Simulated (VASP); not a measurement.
# CO2 (I-42d) in VASP: notebook

The runs below take CO2 through single point, with r2SCAN, PBE.

Everything below comes from runs of VASP 6.6.1. Logs are shortened: lines on timing, memory, paths and dates and some standing lists are left out, and cuts for length are marked.

## (1) The cell of the first run

Symmetry: I-42d, No. 122, tetragonal system. Conventional cell: a = 3.910 Å, b = 3.910 Å, c = 5.935 Å, α = 90.00°, β = 90.00°, γ = 90.00°. Within 1.9 Å of C (site symmetry -4) lie 4 O at 1.39 Å. Within 1.9 Å of O (site symmetry 2) lie 2 C at 1.39 Å.

## (2) Single point, r2SCAN

POSCAR

```
CO2
1.0
   -1.9548127153      1.9548127153      2.9673315043
    1.9548127153     -1.9548127153      2.9673315043
    1.9548127153      1.9548127153     -2.9673315043
C O
2 4
Direct
    0.0000000000      0.0000000000      0.0000000000
    0.7500000000      0.2500000000      0.5000000000
    0.3750000000      0.2923507872      0.4173507872
    0.7076492128      0.1250000000      0.0826492128
    0.8750000000      0.9576492128      0.5826492128
    0.0423507872      0.6250000000      0.9173507872
```

INCAR.step1

```
PREC = Accurate ; ENCUT = 520
ISMEAR = -1 ; SIGMA = 0.02
LREAL = F ; LASPH = T
NELM = 80 ; NBANDS = 25
GGA = PE ; ALGO = Normal
EDIFF = 1E-4 ; LWAVE = T
LCHARG = F
```

INCAR.step2

```
PREC = Accurate ; ENCUT = 520
EDIFF = 1E-6 ; ISMEAR = -1
SIGMA = 0.02 ; LREAL = F
LASPH = T ; NELM = 80
ALGO = Normal ; ISIF = 2
LWAVE = F ; LCHARG = F
METAGGA = R2SCAN ; LMIXTAU = T
NBANDS = 25 ; ISTART = 1
```

KPOINTS

```
regular mesh
0
Gamma
  8 8 8
```

Potentials or basis: VASP PAW PBE potentials, release 64 (C, O).

Command:

```console
> cat potpaw_PBE.64/C/POTCAR potpaw_PBE.64/O/POTCAR > POTCAR
> cp INCAR.step1 INCAR
> mpirun -np 1 vasp_std > vasp.out
> cp INCAR.step2 INCAR
> mpirun -np 1 vasp_std > vasp.out
```

OUTCAR:

```text
PREC = Accurate
   ENCUT = 520
   EDIFF = 1E-6
   ISMEAR = -1
   LREAL = F
   LASPH = T
   NELM = 80
   ISIF = 2
   METAGGA = R2SCAN
   ISTART = 1

 ion  position               nearest neighbor table
   1  0.000  0.000  0.000-   3 1.39   4 1.39   5 1.39   6 1.39
   2  0.750  0.250  0.500-   3 1.39   4 1.39   5 1.39   6 1.39
   3  0.375  0.292  0.417-   1 1.39   2 1.39
   4  0.708  0.125  0.083-   1 1.39   2 1.39
   5  0.875  0.958  0.583-   1 1.39   2 1.39
   6  0.042  0.625  0.917-   1 1.39   2 1.39

  LATTYP: Found a body centered tetragonal cell.
 ALAT       =     3.9096254306
 C/A-ratio  =     1.5179620437

  Lattice vectors:

 A1 = (  -1.9548127153,   1.9548127153,   2.9673315043)
 A2 = (   1.9548127153,  -1.9548127153,   2.9673315043)
 A3 = (   1.9548127153,   1.9548127153,  -2.9673315043)

Analysis of symmetry for initial positions (statically):
=====================================================================
 Subroutine PRICEL returns:
 Original cell was already a primitive cell.

 Routine SETGRP: Setting up the symmetry group for a
 body centered tetragonal supercell.

 Subroutine GETGRP returns: Found  8 space group operations
 (whereof  4 operations were pure point group operations)
 out of a pool of 16 trial point group operations.

The static configuration has the point symmetry S_4 .
 The point group associated with its full space group is D_2d.

Analysis of symmetry for dynamics (positions and initial velocities):
=====================================================================
 Subroutine PRICEL returns:
 Original cell was already a primitive cell.

 Routine SETGRP: Setting up the symmetry group for a
 body centered tetragonal supercell.

 Subroutine GETGRP returns: Found  8 space group operations
 (whereof  4 operations were pure point group operations)
 out of a pool of 16 trial point group operations.

The dynamic configuration has the point symmetry S_4 .
 The point group associated with its full space group is D_2d.

 Subroutine INISYM returns: Found  8 space group operations
 (whereof  4 operations are pure point group operations),
 and found     1 'primitive' translations

----------------------------------------------------------------------------------------

                                     Primitive cell

  volume of cell :      45.3562

  direct lattice vectors                    reciprocal lattice vectors
    -1.954812715  1.954812715  2.967331504     0.000000000  0.255778979  0.168501564
     1.954812715 -1.954812715  2.967331504     0.255778979  0.000000000  0.168501564
     1.954812715  1.954812715 -2.967331504     0.255778979  0.255778979  0.000000000

  length of vectors
     4.055569228  4.055569228  4.055569228     0.306293427  0.306293427  0.361726101

  position of ions in fractional coordinates (direct lattice)
     0.000000000  0.000000000  0.000000000
     0.750000000  0.250000000  0.500000000
     0.375000000  0.292350787  0.417350787
     0.707649213  0.125000000  0.082649213
     0.875000000  0.957649213  0.582649213
     0.042350787  0.625000000  0.917350787

  ion indices of the primitive-cell ions
   primitive index   ion index
                 1           1
                 2           2
                 3           3
                 4           4
                 5           5
                 6           6

----------------------------------------------------------------------------------------

 KPOINTS: regular mesh

Automatic generation of k-mesh.
 Grid dimensions read from file:
 generate k-points for:    8    8    8

 Generating k-lattice:

  Cartesian coordinates                     Fractional coordinates (reciprocal lattice)
     0.000000000  0.031972372  0.021062696     0.125000000 -0.000000000  0.000000000
     0.031972372  0.000000000  0.021062696    -0.000000000  0.125000000  0.000000000
     0.031972372  0.031972372  0.000000000     0.000000000  0.000000000  0.125000000

  Length of vectors
     0.038286678  0.038286678  0.045215763

  Shift w.r.t. Gamma in fractional coordinates (k-lattice)
     0.000000000  0.000000000  0.000000000

 Subroutine IBZKPT returns following result:
 ===========================================

 Found     59 irreducible k-points:

 Following reciprocal coordinates:
            Coordinates               Weight
  0.000000  0.000000  0.000000      1.000000
  0.125000  0.000000 -0.000000      8.000000
  0.250000  0.000000 -0.000000      8.000000
  0.375000  0.000000 -0.000000      8.000000
  0.500000  0.000000 -0.000000      4.000000
  0.125000  0.125000 -0.000000      8.000000
[... 16 lines left out ...]
  0.250000  0.125000  0.125000     16.000000
  0.375000  0.125000  0.125000      8.000000
 [... further k-points ...]
   k-points           NKPTS =     59   k-points in BZ     NKDIM =     59   number of bands    NBANDS=     25
   number of dos      NEDOS =    301   number of ions     NIONS =      6
   total plane-waves  NPLWV =  27000
   dimension x,y,z NGX =    30 NGY =   30 NGZ =   30
   dimension x,y,z NGXF=    60 NGYF=   60 NGZF=   60
   ions per type =               2   4
   NGX,Y,Z   is equivalent  to a cutoff of  12.30, 12.30, 12.30 a.u.
   NGXF,Y,Z  is equivalent  to a cutoff of  24.60, 24.60, 24.60 a.u.
 SYSTEM =  unknown system
   PREC   = accura    normal or accurate (medium, high low for compatibility)
   ISTART =      1    job   : 0-new  1-cont  2-samecut
   ICHARG =      0    charge: 1-file 2-atom 10-const
   ISPIN  =      1    spin polarized calculation?
   LNONCOLLINEAR =      F non collinear calculations
   LSORBIT =      F    spin-orbit coupling
   LASPH  =      T    aspherical Exc in radial PAW
   ENCUT  =  520.0 eV  38.22 Ry    6.18 a.u.   7.54  7.54  7.54*2*pi/ulx,y,z
   NELM   =     80;   NELMIN=  2; NELMDL=  0     # of ELM steps
   EDIFF  = 0.1E-05   stopping-criterion for ELM
   LREAL  =      F    real-space projection
[... 7 lines left out ...]
   TEBEG  =    0.0;   TEEND  =   0.0 temperature during run
   PSTRESS=    0.0 pullay stress
   NELECT =      32.0000    total number of electrons
   NUPDOWN=      -1.0000    fix difference up-down
   EMIN   =  10.00;   EMAX   =-10.00  energy-range for DOS
   EFERMI =   0.00;   METHOD = LEGACY
   ISMEAR =    -1;   SIGMA  =   0.02  broadening in eV -4-tet -1-fermi 0-gaus
   EFERMI_NEDOS =   21; number of points for ismear=-14 and -15
   IALGO  =     38    algorithm
   IMIX   =      4    mixing-type and parameters
     AMIX     =   0.40;   BMIX     =  1.00
     AMIX_MAG =   1.60;   BMIX_MAG =  1.00
  volume/ion in A,a.u.               =       7.56        51.01
  Fermi-wavevector in a.u.,A,eV,Ry     =   1.457402  2.754090 28.899055  2.124021
  Thomas-Fermi vector in A             =   2.574208
   LORBIT       =      0    0 simple, 1 ext, 2 COOP (PROOUT), +10 PAW based schemes
   METAGGA = R2SCAN    functional components
   LHFCALC =     F    Hartree Fock is set to
   AEXX    =    0.0000 exact exchange contribution
   IVDW    =     0    specifies the selected vdW correction
   LEPSILON=     F    determine dielectric tensor
   LRPA    =     F    only Hartree local field effects (RPA)
 non-spin polarized calculation
  energy-cutoff  :      520.00
  volume of cell :       45.36
 maximum number of plane-waves:      1234
   NGX = 15   NGY = 15   NGZ = 15

 number of electron      31.9999977 magnetization

 Free energy of the ion-electron system (eV)
  ---------------------------------------------------
  ext. energy  EPLUGINS =         0.00000000
  ---------------------------------------------------
  free energy    TOTEN  =       -49.36592129 eV

  energy without entropy =      -49.36592129  energy(sigma->0) =      -49.36592129

 E-fermi :   2.5344     XC(G=0): -12.0652

 val. band max:        2.0225795439   @ k =   0.5000   0.0000  -0.0000
 cond. band min:      10.5004861893   @ k =   0.0000   0.0000   0.0000
 fundamental gap:      8.4779066455
 Fermi energy:         2.5343625864

 k-point     1 :       0.0000    0.0000    0.0000
  band No.  band energies     occupation
      1     -23.4041      2.00000
      2     -18.0445      2.00000
      3     -18.0445      2.00000
      4     -17.3311      2.00000
      5     -13.1958      2.00000
      6      -7.9572      2.00000
[... 17 lines left out ...]
     24      18.5451      0.00000
     25      18.5451      0.00000

 k-point     2 :       0.1250    0.0000   -0.0000
  band No.  band energies     occupation
      1     -23.2967      2.00000
      2     -18.2845      2.00000
      3     -18.0722      2.00000
      4     -17.4723      2.00000
      5     -12.8603      2.00000
      6      -7.9469      2.00000
[... 17 lines left out ...]
     24      18.4660      0.00000
     25      18.6765      0.00000

 k-point     3 :       0.2500    0.0000   -0.0000
  band No.  band energies     occupation
      1     -22.9945      2.00000
      2     -18.9767      2.00000
      3     -18.1281      2.00000
      4     -17.6351      2.00000
      5     -12.1656      2.00000
      6      -7.9460      2.00000
[... 17 lines left out ...]
     24      18.1158      0.00000
     25      18.6645      0.00000

 k-point     4 :       0.3750    0.0000   -0.0000
  band No.  band energies     occupation
      1     -22.5869      2.00000
      2     -19.7478      2.00000
      3     -18.1709      2.00000
      4     -17.7389      2.00000
      5     -11.5749      2.00000
      6      -7.9181      2.00000
[... 17 lines left out ...]
     24      17.8151      0.00000
     25      18.3114      0.00000
[... 477 lines left out ...]
 k-point    22 :       0.1250    0.1250    0.1250
  band No.  band energies     occupation
      1     -22.7194      2.00000
      2     -19.4721      2.00000
      3     -18.1851      2.00000
      4     -17.7095      2.00000
      5     -11.7038      2.00000
      6      -8.5431      2.00000
[... 17 lines left out ...]
     24      18.0130      0.00000
     25      18.9627      0.00000

 k-point    23 :       0.2500    0.1250    0.1250
  band No.  band energies     occupation
      1     -22.3087      2.00000
      2     -20.1038      2.00000
      3     -18.2339      2.00000
      4     -17.8326      2.00000
      5     -11.1328      2.00000
      6      -8.6459      2.00000
[... 17 lines left out ...]
     24      17.8308      0.00000
     25      18.4197      0.00000

 k-point    24 :       0.3750    0.1250    0.1250
  band No.  band energies     occupation
      1     -22.0568      2.00000
      2     -20.4440      2.00000
      3     -18.2478      2.00000
      4     -17.8847      2.00000
      5     -10.8846      2.00000
      6      -8.6659      2.00000
[... 17 lines left out ...]
     24      17.6135      0.00000
     25      18.4906      0.00000

 [... further k-points ...]

------------------------ aborting loop because EDIFF is reached ----------------------------------------

  FORCE on cell =-STRESS in cart. coord.  units (eV):
  Direction    XX          YY          ZZ          XY          YZ          ZX
  --------------------------------------------------------------------------------------
  -------------------------------------------------------------------------------------
  Total        0.6734944      0.6734944      0.5597233      0.0000000      0.0000000      0.0000000
  in kB       23.7907524     23.7907524     19.7718631      0.0000000      0.0000000      0.0000000
  external PRESSURE =      22.4511226 kB  Pullay stress =       0.0000000 kB

 VOLUME and BASIS-vectors are now :
 -----------------------------------------------------------------------------
  energy-cutoff  :      520.00
  volume of cell :       45.36
      direct lattice vectors                 reciprocal lattice vectors
    -1.954812715  1.954812715  2.967331504     0.000000000  0.255778979  0.168501564
     1.954812715 -1.954812715  2.967331504     0.255778979  0.000000000  0.168501564
     1.954812715  1.954812715 -2.967331504     0.255778979  0.255778979  0.000000000

 POSITION                                       TOTAL-FORCE (eV/Angst)
 -----------------------------------------------------------------------------------
      0.00000      0.00000      0.00000         0.000000      0.000000     -0.000000
      0.00000      1.95481      1.48367         0.000000      0.000000     -0.000000
      0.65428      0.97741      0.74183         0.129378      0.000000      0.000000
     -0.97741      1.30053      2.22550         0.000000     -0.129378      0.000000
      1.30053      0.97741      3.70916        -0.129378      0.000000      0.000000
      2.93222      0.65428     -0.74183        -0.000000      0.129378      0.000000
 -----------------------------------------------------------------------------------
    total drift:                                0.000002      0.000002      0.000002

  FREE ENERGIE OF THE ION-ELECTRON SYSTEM (eV)
  ---------------------------------------------------
  free  energy   TOTEN  =       -49.3659212933 eV

  energy  without entropy=      -49.3659212933  energy(sigma->0) =      -49.36592129
```

Run time: 2.9 min. Hardware: 1 thread of AMD EPYC 9R45 (Zen 5), shared host; peak memory 0.16 GiB.

What came out:

```yaml
Free_energy: -49.3659 eV
Pressure: 2.2 GPa
Largest_force: 0.129 eV/Å
Band_gap_on_the_k_mesh: 8.48 eV, indirect (least direct gap 8.88 eV)
```

Forces on the atoms (eV/Å):
```
C    0.000  0.000  0.000
C    0.000  0.000  0.000
O    0.129  0.000  0.000
O    0.000 -0.129  0.000
O   -0.129  0.000  0.000
O    0.000  0.129  0.000
```

Caveat: the PAW data sets were made with another functional, which shifts forces and pressure a little. r2SCAN opens gaps a little over a GGA but as a rule still falls short of measured ones.

## (3) Single point, PBE

INCAR

```
SYSTEM = CO2
PREC = Accurate
ENCUT = 520
EDIFF = 1E-7
ISMEAR = -1
SIGMA = 0.02
LREAL = .False.
LASPH = .True.
NELM = 100
ALGO = Normal
ISIF = 2
LWAVE = .False.
LCHARG = .False.
GGA = PE
NBANDS = 25
```

KPOINTS

```
Automatic mesh
0
Gamma
  10 10 10
  0 0 0
```

POSCAR is that of step 2.

Potentials or basis: VASP PAW PBE potentials, release 64 (C, O).

Command:

```console
> cat potpaw_PBE.64/C/POTCAR potpaw_PBE.64/O/POTCAR > POTCAR
> mpirun -np 1 vasp_std > vasp.out
```

Run time: 75 s. Hardware: 1 thread of AMD EPYC 9R45 (Zen 5), shared host; peak memory 0.19 GiB.

It converged, with:

- Free energy: -43.3796 eV
- Pressure: 9.2 GPa
- Largest force: 0.341 eV/Å
- Band gap on the k mesh: 7.74 eV, indirect (least direct gap 8.17 eV)

Forces on the atoms (eV/Å):
```
C    0.000  0.000  0.000
C    0.000  0.000  0.000
O    0.341  0.000  0.000
O    0.000 -0.341  0.000
O   -0.341  0.000  0.000
O    0.000  0.341  0.000
```

Stress tensor (GPa, compression positive):
```
9.40 0.00 0.00
0.00 9.40 0.00
0.00 0.00 8.70
```

Levels at points of the mesh, in eV from the valence-band top:
```tsv
k point	band 12	band 13	band 14	band 15	band 16	band 17	band 18	band 19	band 20	band 21
(0.00, 0.00, 0.00)	-1.27	-1.27	-0.88	-0.88	-0.43	7.73	9.49	9.49	9.58	12.44
(0.50, 0.00, 0.00)	-2.31	-1.73	-1.43	-0.43	0.00	8.43	9.71	9.91	10.50	12.60
(0.50, 0.50, 0.00)	-2.71	-0.66	-0.66	-0.54	-0.54	9.14	9.14	10.12	10.12	11.85
(0.50, 0.50, 0.50)	-3.13	-2.89	-2.89	-0.03	-0.03	9.03	9.03	10.95	10.95	11.59
```

A k mesh can miss the band edges.
